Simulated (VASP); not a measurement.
# P (C2/m) in VASP: notebook, part 2 of 2

VASP 6.6.1. Earlier steps stand in the parts before.

### Step 3. Single point, PBEsol (strain +0.025 along x and y, +0.050 along z)

File INCAR:

```
SYSTEM = P
PREC     = Accurate       ! precision mode
ENCUT    = 520            ! plane-wave cutoff, eV
EDIFF    = 1E-6           ! SCF threshold, eV
ISMEAR   = 0              ! smearing method
SIGMA    = 0.05           ! smearing width, eV
LREAL    = .FALSE.        ! projectors in reciprocal space
LASPH    = .TRUE.         ! aspherical terms in the spheres
NELM     = 60             ! most SCF steps
ALGO     = Normal         ! electronic algorithm
ISIF     = 2              ! what is computed and relaxed
LWAVE    = .FALSE.        ! write WAVECAR
LCHARG   = .TRUE.         ! write CHGCAR
GGA      = PS             ! functional
LELF     = .TRUE.         ! ELF
LVHAR    = .TRUE.       
NBANDS   = 30             ! bands
```

File KPOINTS:

```
Automatic mesh
0
G
  6 6 6
  0 0 0
```

File POSCAR:

```
P
1.0
    4.6294112731     -4.0855502189     -0.0101430400
    4.6294112731      4.0855502189     -0.0101430400
   -0.0342585451      0.0000000000      5.5589750547
P
8
Direct
    0.8512742797      0.8512742797      0.2375644293
    0.1487257203      0.1487257203      0.7624355707
    0.7191783959      0.7191783959      0.5855434286
    0.2808216041      0.2808216041      0.4144565714
    0.5015958456      0.7783891987      0.2493767515
    0.2216108013      0.4984041544      0.7506232485
    0.4984041544      0.2216108013      0.7506232485
    0.7783891987      0.5015958456      0.2493767515
```

Potentials or basis: VASP PAW PBE potentials, release 64 (P).

Command:

```bash
> cat potpaw_PBE.64/P/POTCAR > POTCAR
> mpirun -np 1 vasp_std > vasp.out
```

OUTCAR:

```text
SYSTEM = P
   PREC = Accurate
   ENCUT = 520
   EDIFF = 1E-6
   ISMEAR = 0
   LREAL = .FALSE.
   LASPH = .TRUE.
   NELM = 60
   ISIF = 2
   GGA = PS

 ion  position               nearest neighbor table
   1  0.851  0.851  0.238-   5 2.26   8 2.26   3 2.30
   2  0.149  0.149  0.762-   6 2.26   7 2.26   4 2.30
   3  0.719  0.719  0.586-   1 2.30   5 2.30   8 2.30
   4  0.281  0.281  0.414-   2 2.30   6 2.30   7 2.30
   5  0.502  0.778  0.249-   1 2.26   8 2.26   3 2.30
   6  0.222  0.498  0.751-   2 2.26   7 2.26   4 2.30
   7  0.498  0.222  0.751-   2 2.26   6 2.26   4 2.30
   8  0.778  0.502  0.249-   1 2.26   5 2.26   3 2.30

  LATTYP: Found a base centered monoclinic cell.
 ALAT       =     9.2588447696
 B/A-ratio  =     0.8825183531
 C/A-ratio  =     0.6004075838
 COS(beta)  =    -0.0083535662

  Lattice vectors:

 A1 = (   4.6294112731,  -4.0855502189,  -0.0101430400)
 A2 = (   4.6294112731,   4.0855502189,  -0.0101430400)
 A3 = (  -0.0342585451,   0.0000000000,   5.5589750547)

Analysis of symmetry for initial positions (statically):
=====================================================================
 Subroutine PRICEL returns:
 Original cell was already a primitive cell.

 Routine SETGRP: Setting up the symmetry group for a
 base centered monoclinic supercell.

 Subroutine GETGRP returns: Found  4 space group operations
 (whereof  4 operations were pure point group operations)
 out of a pool of  4 trial point group operations.

The static configuration has the point symmetry C_2h.

Analysis of symmetry for dynamics (positions and initial velocities):
=====================================================================
 Subroutine PRICEL returns:
 Original cell was already a primitive cell.

 Routine SETGRP: Setting up the symmetry group for a
 base centered monoclinic supercell.
[... 134 lines left out ...]
   IALGO  =     38    algorithm
   IMIX   =      4    mixing-type and parameters
     AMIX     =   0.40;   BMIX     =  1.00
     AMIX_MAG =   1.60;   BMIX_MAG =  1.00
  volume/ion in A,a.u.               =      26.28       177.38
  Fermi-wavevector in a.u.,A,eV,Ry     =   0.941520  1.779216 12.061032  0.886461
  Thomas-Fermi vector in A             =   2.069039
   LORBIT       =      0    0 simple, 1 ext, 2 COOP (PROOUT), +10 PAW based schemes
   GGA     = PS    functional components
   LHFCALC =     F    Hartree Fock is set to
   AEXX    =    0.0000 exact exchange contribution
   IVDW    =     0    specifies the selected vdW correction
   LEPSILON=     F    determine dielectric tensor
   LRPA    =     F    only Hartree local field effects (RPA)
 non-spin polarized calculation
 Gauss-broadening in eV      SIGMA  =   0.05
  energy-cutoff  :      520.00
  volume of cell :      210.28
 maximum number of plane-waves:      5708
 NGX is ok and might be reduce to    48
   NGX = 23   NGY = 23   NGZ = 21

 number of electron      40.0000002 magnetization

 Free energy of the ion-electron system (eV)
  ---------------------------------------------------
  ext. energy  EPLUGINS =         0.00000000
  ---------------------------------------------------
  free energy    TOTEN  =       -44.11013257 eV

  energy without entropy =      -44.11013257  energy(sigma->0) =      -44.11013257

 E-fermi :   2.0545     XC(G=0):  -8.4951

 val. band max:        1.8445361749   @ k =   0.5000   0.0000   0.5000
 cond. band min:       3.8626549499   @ k =   0.0000   0.0000   0.0000
 fundamental gap:      2.0181187750
 Fermi energy:         2.0545167248

 k-point     1 :       0.0000    0.0000    0.0000
  band No.  band energies     occupation
      1     -12.0492      2.00000
      2     -11.6565      2.00000
      3      -6.0391      2.00000
      4      -5.9147      2.00000
      5      -5.8785      2.00000
      6      -5.6046      2.00000
[... 781 lines left out ...]
     29       6.8226      0.00000
     30       7.0268      0.00000

 [... further k-points ...]
[... 5 lines left out ...]
  --------------------------------------------------------------------------------------
  -------------------------------------------------------------------------------------
  Total       -5.9080842     -5.7771738     -8.5854143      0.0000000      0.0000000     -0.0536461
  in kB      -45.0155009    -44.0180539    -65.4148975      0.0000000      0.0000000     -0.4087460
  external PRESSURE =     -51.4828175 kB  Pullay stress =       0.0000000 kB

 VOLUME and BASIS-vectors are now :
 -----------------------------------------------------------------------------
  energy-cutoff  :      520.00
  volume of cell :      210.28
      direct lattice vectors                 reciprocal lattice vectors
     4.629411273 -4.085550219 -0.010143040     0.108006552 -0.122382537  0.000665617
     4.629411273  4.085550219 -0.010143040     0.108006552  0.122382537  0.000665617
    -0.034258545  0.000000000  5.558975055     0.000394143  0.000000000  0.179891705

 POSITION                                       TOTAL-FORCE (eV/Angst)
 -----------------------------------------------------------------------------------
      7.87366      0.00000      1.30335        -1.311590     -0.000000      0.726098
      1.35091      0.00000      4.23534         1.311590     -0.000000     -0.726098
      6.63869      0.00000      3.24043        -0.069268     -0.000000     -2.022966
      2.58588      0.00000      2.29826         0.069268     -0.000000      2.022966
      5.91703      1.13085      1.37330         0.684234     -1.112509      0.646963
      3.30753      1.13085      4.16539        -0.684234     -1.112509     -0.646963
      3.30753     -1.13085      4.16539        -0.684234      1.112509     -0.646963
      5.91703     -1.13085      1.37330         0.684234      1.112509      0.646963
 -----------------------------------------------------------------------------------
    total drift:                                0.000000     -0.000000      0.000000

  FREE ENERGIE OF THE ION-ELECTRON SYSTEM (eV)
  ---------------------------------------------------
  free  energy   TOTEN  =       -44.1101325675 eV

  energy  without entropy=      -44.1101325675  energy(sigma->0) =      -44.11013257
```

Run time: 9.4 min. Hardware: 1 thread of Intel Xeon 8259CL, shared host; peak memory 0.47 GiB.

What came out:

* Free energy: -44.1101 eV
* Pressure: -5.1 GPa
* Largest force: 2.024 eV/Å
* Band gap on the k mesh: 2.02 eV (least direct gap 2.41 eV)

Forces on the atoms (eV/Å):
```
P   -1.312  0.000  0.726
P    1.312  0.000 -0.726
P   -0.069  0.000 -2.023
P    0.069  0.000  2.023
P    0.684 -1.113  0.647
P   -0.684 -1.113 -0.647
P   -0.684  1.113 -0.647
P    0.684  1.113  0.647
```

Caveat: the cell differs from its parent crystal (strain +0.025 along x and y, +0.050 along z); the cell stands under tension; this functional lacks dispersion, which holds the molecules together, so the pressure and a relaxed volume are unreliable; the PAW data sets were made with another functional, which shifts forces and pressure a little. A k mesh can miss the band edges.

### Step 4. Single point, PBEsol (strain +0.000 along x and y, +0.050 along z)

File INCAR:

```
SYSTEM = P
PREC = Accurate ; ENCUT = 520
EDIFF = 1E-6 ; ISMEAR = 0
SIGMA = 0.05 ; LREAL = .False.
LASPH = .True. ; NELM = 80
ALGO = Normal ; ISIF = 2
LWAVE = .False. ; LCHARG = .False.
GGA = PS ; NBANDS = 30
```

File KPOINTS:

```
Automatic mesh
0
Gamma
  6 6 6
  0 0 0
```

Changes to POSCAR since step 3:

```diff
@@ -2,5 +2,5 @@
 1.0
-    4.6294112731     -4.0855502189     -0.0101430400
-    4.6294112731      4.0855502189     -0.0101430400
-   -0.0342585451      0.0000000000      5.5589750547
+    4.5164988030     -3.9859026526     -0.0101430400
+    4.5164988030      3.9859026526     -0.0101430400
+   -0.0334229708      0.0000000000      5.5589750547
 P
```

Command:

```bash
> cat potpaw_PBE.64/P/POTCAR > POTCAR
> mpirun -np 1 vasp_std > vasp.out
```

It took 4.9 min on 1 thread of Intel Xeon Platinum 8488C (Sapphire Rapids), shared host; peak memory 0.45 GiB.

The run converged. Its results:

```
Free energy            : -44.2911 eV
Pressure               : -2.8 GPa
Largest force          : 1.827 eV/Å
Band gap on the k mesh : 2.00 eV (least direct gap 2.42 eV)
```

Forces on the atoms (eV/Å):
```
P   -0.325  0.000  0.625
P    0.325  0.000 -0.625
P   -0.039  0.000 -1.826
P    0.039  0.000  1.826
P    0.177 -0.256  0.566
P   -0.177 -0.256 -0.566
P   -0.177  0.256 -0.566
P    0.177  0.256  0.566
```

Stress tensor (GPa, compression positive):
```
-1.22  0.00 -0.10
 0.00 -1.06  0.00
-0.10  0.00 -6.08
```

Levels at points of the mesh, in eV from the valence-band top:
| k point | band 18 | band 19 | band 20 | band 21 | band 22 | band 23 |
| --- | --- | --- | --- | --- | --- | --- |
| (0.00, 0.00, 0.00) | -0.78 | -0.77 | -0.66 | 2.00 | 2.81 | 2.92 |
| (0.50, 0.00, 0.00) | -0.69 | -0.58 | -0.47 | 2.72 | 2.89 | 3.22 |
| (0.50, 0.50, 0.00) | -0.92 | -0.39 | -0.36 | 2.68 | 2.96 | 3.02 |
| (0.00, 0.00, 0.50) | -1.11 | -0.51 | -0.51 | 2.97 | 3.38 | 3.56 |
| (0.50, 0.00, 0.50) | -0.51 | -0.30 | 0.00 | 2.50 | 2.82 | 3.50 |
| (0.50, 0.50, 0.50) | -0.81 | -0.75 | -0.74 | 2.74 | 2.93 | 3.00 |

Caveat: the cell differs from its parent crystal (strain +0.000 along x and y, +0.050 along z); the stress differs along the axes, from -6 to -1 GPa; this functional lacks dispersion, which holds the molecules together, so the pressure and a relaxed volume are unreliable; the PAW data sets were made with another functional, which shifts forces and pressure a little. A k mesh can miss the band edges.

### Step 5. Single point, PBEsol (strain +0.025 along x and y, +0.000 along z)

File INCAR:

```
SYSTEM = P
PREC     = Accurate       ! precision mode
ENCUT    = 520            ! plane-wave cutoff, eV
EDIFF    = 1E-7           ! SCF threshold, eV
ISMEAR   = 0              ! smearing method
SIGMA    = 0.05           ! smearing width, eV
LREAL    = .False.        ! projectors in reciprocal space
LASPH    = .True.         ! aspherical terms in the spheres
NELM     = 80             ! most SCF steps
ALGO     = Normal         ! electronic algorithm
ISIF     = 2              ! what is computed and relaxed
LWAVE    = .False.        ! write WAVECAR
LCHARG   = .False.        ! write CHGCAR
GGA      = PS             ! functional
NBANDS   = 30             ! bands
```

File KPOINTS:

```
regular mesh
0
Gamma
  6 6 6
  0 0 0
```

Changes to POSCAR since step 4:

```diff
@@ -2,5 +2,5 @@
 1.0
-    4.5164988030     -3.9859026526     -0.0101430400
-    4.5164988030      3.9859026526     -0.0101430400
-   -0.0334229708      0.0000000000      5.5589750547
+    4.6294112731     -4.0855502189     -0.0096600381
+    4.6294112731      4.0855502189     -0.0096600381
+   -0.0342585451      0.0000000000      5.2942619569
 P
```

Command:

```bash
> cat potpaw_PBE.64/P/POTCAR > POTCAR
> mpirun -np 1 vasp_std > vasp.out
```

Wall time 3.9 min (1 thread of Intel Xeon Platinum 8488C (Sapphire Rapids), shared host); peak memory 0.45 GiB.

It converged, with:

```
Free energy            : -44.3626 eV
Pressure               : -3.0 GPa
Largest force          : 1.093 eV/Å
Band gap on the k mesh : 2.09 eV (least direct gap 2.44 eV)
```

Forces in eV/Å, atoms in the order of the input:
```
P   -1.068  0.000  0.164
P    1.068  0.000 -0.164
P   -0.043  0.000 -0.397
P    0.043  0.000  0.397
P    0.554 -0.931  0.146
P   -0.554 -0.931 -0.146
P   -0.554  0.931 -0.146
P    0.554  0.931  0.146
```

Stress tensor (GPa, compression positive):
```
-3.77  0.00  0.04
 0.00 -3.80  0.00
 0.04  0.00 -1.29
```

Levels at points of the mesh, in eV from the valence-band top:
```tsv
k point	band 18	band 19	band 20	band 21	band 22	band 23
(0.00, 0.00, 0.00)	-0.77	-0.60	-0.58	2.09	2.92	3.05
(0.50, 0.00, 0.00)	-0.66	-0.54	-0.44	2.75	2.88	3.30
(0.50, 0.50, 0.00)	-0.82	-0.38	-0.32	2.51	3.01	3.10
(0.00, 0.00, 0.50)	-0.79	-0.51	-0.38	3.50	3.53	3.69
(0.50, 0.00, 0.50)	-0.54	-0.32	0.00	2.67	3.08	3.52
(0.50, 0.50, 0.50)	-0.62	-0.61	-0.59	2.82	2.82	3.00
```

Caveat: the cell differs from its parent crystal (strain +0.025 along x and y, +0.000 along z); this functional lacks dispersion, which holds the molecules together, so the pressure and a relaxed volume are unreliable; the PAW data sets were made with another functional, which shifts forces and pressure a little. A k mesh can miss the band edges.

### Step 6. Summary

```tsv
cell	gap on the mesh (eV)	pressure (GPa)	largest force (eV/Å)
a = 6.325, b = 6.325, c = 5.294 Å, angles 90.4, 90.4, 82.9°, 8 atoms	2.11	-5.0	1.92
a = 6.174, b = 6.174, c = 5.559 Å, angles 90.4, 90.4, 82.9°, 8 atoms	2.02	-5.1	2.02
a = 6.024, b = 6.024, c = 5.559 Å, angles 90.4, 90.4, 82.9°, 8 atoms	2.00	-2.8	1.83
a = 6.174, b = 6.174, c = 5.294 Å, angles 90.4, 90.4, 82.9°, 8 atoms	2.09	-3.0	1.09
```

Alike in all rows: task single point; level PBEsol; potentials or basis VASP PAW PBE potentials, release 64 (P); no spin polarisation; k mesh 6 × 6 × 6; cutoff (eV) 520; smearing gaussian 0.05 eV.

Caveats: this functional lacks dispersion, which holds the molecules together, so the pressure and a relaxed volume are unreliable; the PAW data sets were made with another functional, which shifts forces and pressure a little; the cell stands under tension (at least some runs); the stress differs along the axes, from -6 to -1 GPa (at least some runs).

Total energies depend on the potentials used, so only differences within one code and one set of settings carry meaning.
